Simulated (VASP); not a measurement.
Input of a VASP 6.6.1 run:

Contents of INCAR:

```
SYSTEM = V2F3
PREC = Accurate
ENCUT = 520
EDIFF = 1E-7
ISMEAR = -1
SIGMA = 0.1
LREAL = .False.
LASPH = .True.
NELM = 100
ALGO = Normal
ISIF = 2
LWAVE = .False.
LCHARG = .False.
NBANDS = 58
```

KPOINTS

```
Automatic mesh
0
Gamma
  5 5 5
  0 0 0
```

Contents of POSCAR:

```
V2F3
1.0
    2.4112444400      4.1763952900      0.0000000000
   -2.4112444400      4.1763952900      0.0000000000
    0.0000000000     -2.7842631900      4.3868146200
F V
6 4
Direct
    0.5552000000      0.9448000000      0.7500000000
    0.2500000000      0.5552000000      0.7500000000
    0.9448000000      0.2500000000      0.7500000000
    0.4448000000      0.0552000000      0.2500000000
    0.7500000000      0.4448000000      0.2500000000
    0.0552000000      0.7500000000      0.2500000000
    0.3523000000      0.3523000000      0.0569000000
    0.1477000000      0.1477000000      0.4431000000
    0.6477000000      0.6477000000      0.9431000000
    0.8523000000      0.8523000000      0.5569000000
```

Potentials or basis: VASP PAW LDA potentials, release 64 (F, V_sv).

Launch:

```console
$ cat potpaw_LDA.64/F/POTCAR potpaw_LDA.64/V_sv/POTCAR > POTCAR
$ mpirun -np 1 vasp_std > vasp.out
```

Problem. Estimate the band gap on the k mesh.

Solution. Zero (band 47 reaches 11.46 eV, above the bottom of band 48 at 10.99 eV).

Problem. What does it give for the largest force?

Solution. 2.368 eV/Å.

Problem. What does it give for the pressure?

Solution. 48.4 GPa.

Stress tensor (GPa, compression positive):
```
50.44  0.00  0.00
 0.00 50.44  0.00
 0.00  0.00 44.37
```

Caveat: the run has no spin polarisation, though such a crystal can be magnetic; semilocal functionals often make such compounds metallic where correlation or magnetic order opens a gap, which also shifts bond lengths; forces of over 1 eV/Å act on the atoms, so gaps and moduli don't describe the material at rest. With open d or f shells a metallic result of LDA can be an artefact of self-interaction; +U or a hybrid may open a gap.
